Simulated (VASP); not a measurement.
Wanted: the native input for a VASP 6.6.1 run.

* Task: single point
* Functional: r2SCAN
* Potentials or basis: VASP PAW PBE potentials, release 64 (Cd)
* Cutoff: 550 eV
* k mesh: 14 × 14 × 14
* Occupations: fermi-dirac, width 0.1 eV
* Spin: no spin polarisation
* Dipole correction: no
* Further INCAR settings: ALGO = Normal; EDIFF = 1e-06; NBANDS = 12

Crystal: Cd.

```
Cd
1.0
     0.00000    2.30107    2.30107
     2.30107    0.00000    2.30107
     2.30107    2.30107    0.00000
Cd
1
Direct
  0.00000 0.00000 0.00000
```

This isn't the form of Cd at room conditions, which is hcp.

The input as run:

POSCAR

```
Cd
1.0
    0.0000000000      2.3010692832      2.3010692832
    2.3010692832      0.0000000000      2.3010692832
    2.3010692832      2.3010692832      0.0000000000
Cd
1
Direct
    0.0000000000      0.0000000000      0.0000000000
```

INCAR.step1

```
SYSTEM = Cd
  PREC = Accurate
  ENCUT = 550
  ISMEAR = -1
  SIGMA = 0.1
  LREAL = .False.
  LASPH = .True.
  NELM = 120
  NBANDS = 12
  GGA = PE
  ALGO = Normal
  EDIFF = 1E-5
  LWAVE = .True.
  LCHARG = .False.
  GGA_COMPAT = .False.
```

INCAR.step2

```
SYSTEM = Cd
  PREC = Accurate
  ENCUT = 550
  EDIFF = 1E-6
  ISMEAR = -1
  SIGMA = 0.1
  LREAL = .False.
  LASPH = .True.
  NELM = 120
  ALGO = Normal
  ISIF = 2
  LWAVE = .False.
  LCHARG = .False.
  METAGGA = R2SCAN
  LMIXTAU = .True.
  NBANDS = 12
  ISTART = 1
  GGA_COMPAT = .False.
```

KPOINTS

```
Automatic mesh
0
Gamma
  14 14 14
  0 0 0
```

Potentials or basis: VASP PAW PBE potentials, release 64 (Cd).

The run is started by

```bash
$ cat potpaw_PBE.64/Cd/POTCAR > POTCAR
$ cp INCAR.step1 INCAR
$ mpirun -np 1 vasp_std > vasp.out
$ cp INCAR.step2 INCAR
$ mpirun -np 1 vasp_std > vasp.out
```

It gave:

The pressure is -4.4 GPa and the band gap on the k mesh is zero (bands 6 and 7 overlap by 2.90 eV).

Caveat: the cell stands under tension; the PAW data sets were made with another functional, which shifts forces and pressure a little.

Run time: 2.3 min on 1 thread of Intel Xeon 8259CL, on a shared host, peak memory 0.18 GiB.
